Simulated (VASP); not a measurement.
# Sb (P2_1/m) in VASP: notebook

The runs below take Sb through single point, with LDA, PBEsol.

All numbers are computed with VASP 6.6.1; they aren't measurements. Logs are shortened: lines on timing, memory, paths and dates and some standing lists are left out, and cuts for length are marked.

### Step 1. The cell of the first run

Symmetry: P2_1/m, No. 11, monoclinic system. The conventional cell has a = 4.587 Å, b = 4.479 Å, c = 6.585 Å, α = 90.00°, β = 101.72°, γ = 90.00°. Sb (site symmetry m) has 7 Sb at 2.96 to 3.80 Å within 3.9 Å. Sb (site symmetry m) has 7 Sb at 2.96 to 3.79 Å within 3.9 Å.

### Step 2. Single point, LDA

Input file INCAR:

```
SYSTEM = Sb
PREC = Accurate
ENCUT = 500
EDIFF = 1E-6
ISMEAR = -1
SIGMA = 0.05
LREAL = .False.
LASPH = .True.
NELM = 120
ALGO = Normal
ISIF = 2
LWAVE = .False.
LCHARG = .False.
NBANDS = 38
GGA_COMPAT = .False.
```

Input file KPOINTS:

```
regular mesh
0
Gamma
  6 6 4
  0 0 0
```

Input file POSCAR:

```
Sb
1.0
    4.5872818327      0.0000000000      0.0000000000
    0.0000000000      4.4792790402      0.0000000000
   -1.3378962428      0.0000000000      6.4480990254
Sb
4
Direct
    0.3399300000      0.2500000000      0.6836700000
    0.9366380000      0.7500000000      0.7627580000
    0.0633620000      0.2500000000      0.2372420000
    0.6600700000      0.7500000000      0.3163300000
```

Potentials or basis: VASP PAW LDA potentials, release 64 (Sb_d_GW).

Started as:

```console
$ cat potpaw_LDA.64/Sb_d_GW/POTCAR > POTCAR
$ mpirun -np 1 vasp_std > vasp.out
```

OUTCAR:

```text
SYSTEM = Sb
   PREC = Accurate
   ENCUT = 500
   EDIFF = 1E-6
   ISMEAR = -1
   LREAL = .False.
   LASPH = .True.
   NELM = 120
   ISIF = 2

 ion  position               nearest neighbor table
   1  0.340  0.250  0.684-   3 2.96   2 3.02   2 3.02
   2  0.937  0.750  0.763-   4 2.96   1 3.02   1 3.02
   3  0.063  0.250  0.237-   1 2.96   4 3.02   4 3.02
   4  0.660  0.750  0.316-   2 2.96   3 3.02   3 3.02

  LATTYP: Found a simple monoclinic cell.
 ALAT       =     4.5872818327
 B/A-ratio  =     0.9764560373
 C/A-ratio  =     1.4355853266
 COS(beta)  =    -0.2031599047

  Lattice vectors:

 A1 = (   4.5872818327,   0.0000000000,   0.0000000000)
 A2 = (   0.0000000000,   4.4792790402,   0.0000000000)
 A3 = (  -1.3378962428,   0.0000000000,   6.4480990254)

Analysis of symmetry for initial positions (statically):
=====================================================================
 Subroutine PRICEL returns:
 Original cell was already a primitive cell.

 Routine SETGRP: Setting up the symmetry group for a
 simple monoclinic supercell.

 Subroutine GETGRP returns: Found  4 space group operations
 (whereof  2 operations were pure point group operations)
 out of a pool of  4 trial point group operations.

The static configuration has the point symmetry S_2 .
 The point group associated with its full space group is C_2h.

Analysis of symmetry for dynamics (positions and initial velocities):
=====================================================================
 Subroutine PRICEL returns:
 Original cell was already a primitive cell.

 Routine SETGRP: Setting up the symmetry group for a
 simple monoclinic supercell.

 Subroutine GETGRP returns: Found  4 space group operations
 (whereof  2 operations were pure point group operations)
 out of a pool of  4 trial point group operations.

The dynamic configuration has the point symmetry S_2 .
 The point group associated with its full space group is C_2h.

 Subroutine INISYM returns: Found  4 space group operations
 (whereof  2 operations are pure point group operations),
 and found     1 'primitive' translations

----------------------------------------------------------------------------------------

                                     Primitive cell

  volume of cell :     132.4937

  direct lattice vectors                    reciprocal lattice vectors
     4.587281833  0.000000000  0.000000000     0.217994018  0.000000000  0.045230909
     0.000000000  4.479279040  0.000000000     0.000000000  0.223250213  0.000000000
    -1.337896243  0.000000000  6.448099025     0.000000000  0.000000000  0.155084467

  length of vectors
     4.587281833  4.479279040  6.585434488     0.222636985  0.223250213  0.155084467

  position of ions in fractional coordinates (direct lattice)
     0.339930000  0.250000000  0.683670000
     0.936638000  0.750000000  0.762758000
     0.063362000  0.250000000  0.237242000
     0.660070000  0.750000000  0.316330000

  ion indices of the primitive-cell ions
   primitive index   ion index
                 1           1
                 2           2
                 3           3
                 4           4

----------------------------------------------------------------------------------------

 KPOINTS: regular mesh

Automatic generation of k-mesh.
 Grid dimensions read from file:
 generate k-points for:    6    6    4

 Generating k-lattice:

  Cartesian coordinates                     Fractional coordinates (reciprocal lattice)
     0.036332336  0.000000000  0.007538485     0.166666667  0.000000000  0.000000000
     0.000000000  0.037208369  0.000000000     0.000000000  0.166666667  0.000000000
     0.000000000  0.000000000  0.038771117     0.000000000  0.000000000  0.250000000

  Length of vectors
     0.037106164  0.037208369  0.038771117

  Shift w.r.t. Gamma in fractional coordinates (k-lattice)
     0.000000000  0.000000000  0.000000000

 Subroutine IBZKPT returns following result:
 ===========================================

 Found     56 irreducible k-points:

 Following reciprocal coordinates:
            Coordinates               Weight
  0.000000  0.000000  0.000000      1.000000
  0.166667  0.000000 -0.000000      2.000000
  0.333333  0.000000  0.000000      2.000000
  0.500000  0.000000 -0.000000      1.000000
  0.000000  0.166667  0.000000      2.000000
  0.166667  0.166667 -0.000000      4.000000
[... 16 lines left out ...]
  0.000000  0.166667  0.250000      4.000000
  0.166667  0.166667  0.250000      4.000000
 [... further k-points ...]
   k-points           NKPTS =     56   k-points in BZ     NKDIM =     56   number of bands    NBANDS=     38
   number of dos      NEDOS =    301   number of ions     NIONS =      4
   total plane-waves  NPLWV =  62208
   dimension x,y,z NGX =    36 NGY =   36 NGZ =   48
   dimension x,y,z NGXF=    72 NGYF=   72 NGZF=   96
   ions per type =               4
   NGX,Y,Z   is equivalent  to a cutoff of  13.05, 13.36, 12.12 a.u.
   NGXF,Y,Z  is equivalent  to a cutoff of  26.09, 26.72, 24.23 a.u.
 SYSTEM =  Sb
   PREC   = accura    normal or accurate (medium, high low for compatibility)
   ISTART =      0    job   : 0-new  1-cont  2-samecut
   ICHARG =      2    charge: 1-file 2-atom 10-const
   ISPIN  =      1    spin polarized calculation?
   LNONCOLLINEAR =      F non collinear calculations
   LSORBIT =      F    spin-orbit coupling
   LASPH  =      T    aspherical Exc in radial PAW
   ENCUT  =  500.0 eV  36.75 Ry    6.06 a.u.   8.36  8.17 12.01*2*pi/ulx,y,z
   NELM   =    120;   NELMIN=  2; NELMDL= -5     # of ELM steps
   EDIFF  = 0.1E-05   stopping-criterion for ELM
   LREAL  =      F    real-space projection
   EDIFFG = 0.1E-04   stopping-criterion for IOM
   NSW    =      0    number of steps for IOM
   IBRION =     -1    ionic relax: 0-MD 1-quasi-New 2-CG
   NFREE  =      0    steps in history (QN), initial steepest desc. (CG)
   ISIF   =      2    stress and relaxation
   ISYM   =      2    0-nonsym 1-usesym 2-fastsym
   POTIM  = 0.5000    time-step for ionic-motion
   TEBEG  =    0.0;   TEEND  =   0.0 temperature during run
   PSTRESS=    0.0 pullay stress
   NELECT =      60.0000    total number of electrons
   NUPDOWN=      -1.0000    fix difference up-down
   EMIN   =  10.00;   EMAX   =-10.00  energy-range for DOS
   EFERMI =   0.00;   METHOD = LEGACY
   ISMEAR =    -1;   SIGMA  =   0.05  broadening in eV -4-tet -1-fermi 0-gaus
   EFERMI_NEDOS =   21; number of points for ismear=-14 and -15
   IALGO  =     38    algorithm
   IMIX   =      4    mixing-type and parameters
     AMIX     =   0.40;   BMIX     =  1.00
     AMIX_MAG =   1.60;   BMIX_MAG =  1.00
  volume/ion in A,a.u.               =      33.12       223.53
  Fermi-wavevector in a.u.,A,eV,Ry     =   1.257169  2.375704 21.503637  1.580473
  Thomas-Fermi vector in A             =   2.390841
   LORBIT       =      0    0 simple, 1 ext, 2 COOP (PROOUT), +10 PAW based schemes
   GGA     = CA    functional components
   LHFCALC =     F    Hartree Fock is set to
   AEXX    =    0.0000 exact exchange contribution
   IVDW    =     0    specifies the selected vdW correction
   LEPSILON=     F    determine dielectric tensor
   LRPA    =     F    only Hartree local field effects (RPA)
 non-spin polarized calculation
  energy-cutoff  :      500.00
  volume of cell :      132.49
 maximum number of plane-waves:      3386
 NGX is ok and might be reduce to    36
   NGX = 17   NGY = 17   NGZ = 23

 number of electron      59.9999987 magnetization

 Free energy of the ion-electron system (eV)
  ---------------------------------------------------
  ext. energy  EPLUGINS =         0.00000000
  ---------------------------------------------------
  free energy    TOTEN  =       -18.56565082 eV

  energy without entropy =      -18.55535355  energy(sigma->0) =      -18.56050218

 E-fermi :   3.9950     XC(G=0):  -9.7398

 val. band max:        3.9511317437   @ k =   0.5000   0.0000   0.2500
 cond. band min:       3.9951641169   @ k =  -0.1667   0.0000   0.2500
 fundamental gap:      0.0440323732
 Fermi energy:         3.9949655930

 k-point     1 :       0.0000    0.0000    0.0000
  band No.  band energies     occupation
      1     -25.0005      2.00000
      2     -24.9958      2.00000
      3     -24.9954      2.00000
      4     -24.9631      2.00000
      5     -24.9559      2.00000
      6     -24.9447      2.00000
[... 30 lines left out ...]
     37       7.9222      0.00000
     38       9.5036      0.00000

 k-point     2 :       0.1667    0.0000   -0.0000
  band No.  band energies     occupation
      1     -24.9957      2.00000
      2     -24.9956      2.00000
      3     -24.9908      2.00000
      4     -24.9621      2.00000
      5     -24.9545      2.00000
      6     -24.9443      2.00000
[... 30 lines left out ...]
     37       8.0447      0.00000
     38       9.6401      0.00000

 k-point     3 :       0.3333    0.0000    0.0000
  band No.  band energies     occupation
      1     -24.9949      2.00000
      2     -24.9850      2.00000
      3     -24.9807      2.00000
      4     -24.9603      2.00000
      5     -24.9515      2.00000
      6     -24.9443      2.00000
[... 30 lines left out ...]
     37       9.4989      0.00000
     38      10.0438      0.00000

 k-point     4 :       0.5000    0.0000   -0.0000
  band No.  band energies     occupation
      1     -24.9946      2.00000
      2     -24.9784      2.00000
      3     -24.9752      2.00000
      4     -24.9595      2.00000
      5     -24.9499      2.00000
      6     -24.9450      2.00000
[... 30 lines left out ...]
     37      10.6605      0.00000
     38      10.8176      0.00000
[... 703 lines left out ...]
      4     -24.9608      2.00000
      5     -24.9535      2.00000
      6     -24.9418      2.00000
[... 30 lines left out ...]
     37       8.5235      0.00000
     38       9.6069      0.00000

 k-point    23 :       0.0000    0.1667    0.2500
  band No.  band energies     occupation
      1     -24.9973      2.00000
      2     -24.9948      2.00000
      3     -24.9884      2.00000
      4     -24.9603      2.00000
      5     -24.9520      2.00000
      6     -24.9439      2.00000
[... 30 lines left out ...]
     37       8.1366      0.00000
     38       9.3187      0.00000

 k-point    24 :       0.1667    0.1667    0.2500
  band No.  band energies     occupation
      1     -24.9972      2.00000
      2     -24.9911      2.00000
      3     -24.9849      2.00000
      4     -24.9597      2.00000
      5     -24.9509      2.00000
      6     -24.9433      2.00000
[... 30 lines left out ...]
     37       8.5513      0.00000
     38       9.5541      0.00000

 [... further k-points ...]

------------------------ aborting loop because EDIFF is reached ----------------------------------------

  FORCE on cell =-STRESS in cart. coord.  units (eV):
  Direction    XX          YY          ZZ          XY          YZ          ZX
  --------------------------------------------------------------------------------------
  -------------------------------------------------------------------------------------
  Total       -4.0211522     -4.7045664     -3.6077461      0.0000000      0.0000000      0.2507762
  in kB      -48.6256984    -56.8898702    -43.6265943      0.0000000      0.0000000      3.0325065
  external PRESSURE =     -49.7140543 kB  Pullay stress =       0.0000000 kB

 VOLUME and BASIS-vectors are now :
 -----------------------------------------------------------------------------
  energy-cutoff  :      500.00
  volume of cell :      132.49
      direct lattice vectors                 reciprocal lattice vectors
     4.587281833  0.000000000  0.000000000     0.217994018  0.000000000  0.045230909
     0.000000000  4.479279040  0.000000000     0.000000000  0.223250213  0.000000000
    -1.337896243  0.000000000  6.448099025     0.000000000  0.000000000  0.155084467

 POSITION                                       TOTAL-FORCE (eV/Angst)
 -----------------------------------------------------------------------------------
      0.64468      1.11982      4.40837        -0.343251      0.000000     -0.098012
      3.27613      3.35946      4.91834         0.268144      0.000000     -0.347230
     -0.02675      1.11982      1.52976        -0.268144      0.000000      0.347230
      2.60471      3.35946      2.03973         0.343251      0.000000      0.098012
 -----------------------------------------------------------------------------------
    total drift:                                0.000000     -0.000000     -0.000000

  FREE ENERGIE OF THE ION-ELECTRON SYSTEM (eV)
  ---------------------------------------------------
  free  energy   TOTEN  =       -18.5656508184 eV

  energy  without entropy=      -18.5553535455  energy(sigma->0) =      -18.56050218
```

It took 3.9 min on 1 thread of Intel Xeon Platinum 8488C (Sapphire Rapids), shared host; peak memory 0.35 GiB.

What came out:

| Property | Result |
| --- | --- |
| Free energy | -18.5657 eV |
| Pressure | -5.0 GPa |
| Largest force | 0.439 eV/Å |
| Band gap on the k mesh | zero (bands 30 and 31 overlap by 0.39 eV) |

Forces on the atoms (eV/Å):
```
Sb  -0.343  0.000 -0.098
Sb   0.268  0.000 -0.347
Sb  -0.268  0.000  0.347
Sb   0.343  0.000  0.098
```

Caveat: the cell stands under tension; spin-orbit coupling is left out, which moves the levels of the heavy elements.

### Step 3. Single point, PBEsol, non-collinear spin, zero start, spin-orbit coupling

This run uses another cell than the first one, of 31.85 Å³/atom.

Input file INCAR:

```
SYSTEM = Sb
ALGO     = Normal         ! electronic algorithm
EDIFF    = 1E-6           ! SCF threshold, eV
ENCUT    = 520            ! plane-wave cutoff, eV
GGA      = PS             ! functional
GGA_COMPAT= .False.      
ISIF     = 2              ! what is computed and relaxed
ISMEAR   = 0              ! smearing method
LASPH    = .True.         ! aspherical terms in the spheres
LCHARG   = .False.        ! write CHGCAR
LORBIT   = 11             ! projections on sites
LORBMOM  = .True.       
LREAL    = .False.        ! projectors in reciprocal space
LSORBIT  = .True.         ! spin-orbit coupling
LWAVE    = .False.        ! write WAVECAR
MAGMOM   = 0 0 0 0 0 0 0 0 0 0 0 0 ! initial moments
NBANDS   = 34             ! bands
NELM     = 150            ! most SCF steps
PREC     = Accurate       ! precision mode
SIGMA    = 0.005          ! smearing width, eV
```

Input file KPOINTS:

```
k-points
0
Gamma
  5 5 4
  0 0 0
```

Input file POSCAR:

```
Sb
1.0
    4.5277000000      0.0000000000      0.0000000000
    0.0000000000      4.4211000000      0.0000000000
   -1.3205190000      0.0000000000      6.3643480000
Sb
4
Direct
    0.3399300000      0.2500000000      0.6836700000
    0.9366380000      0.7500000000      0.7627580000
    0.0633620000      0.2500000000      0.2372420000
    0.6600700000      0.7500000000      0.3163300000
```

Potentials or basis: VASP PAW PBE potentials, release 64 (Sb).

Started as:

```console
$ cat potpaw_PBE.64/Sb/POTCAR > POTCAR
$ mpirun -np 1 vasp_ncl > vasp.out
```

Wall time 7.3 min (1 thread of Intel Xeon 8259CL, shared host); peak memory 0.57 GiB.

The run converged. Its results:

```yaml
Free_energy: -18.0393 eV
Pressure: -2.2 GPa
Largest_force: 0.052 eV/Å
Net_moment: 0.00 μB per cell
Valence_electrons_inside_the_program's_atomic_spheres: Sb 2.38, 2.36 (each value once)
```

Forces in eV/Å, atoms in the order of the input:
```
Sb   0.044  0.000 -0.004
Sb  -0.044  0.000 -0.027
Sb   0.044  0.000  0.027
Sb  -0.044  0.000  0.004
```

Stress tensor (GPa, compression positive):
```
-2.32  0.00  0.26
 0.00 -2.41  0.00
 0.26  0.00 -2.00
```

Moments on the atoms (μB; x, y, z):
```
Sb  0.00 0.00 0.00
Sb  0.00 0.00 0.00
Sb  0.00 0.00 0.00
Sb  0.00 0.00 0.00
```

Caveat: the PAW data sets were made with another functional, which shifts forces and pressure a little.
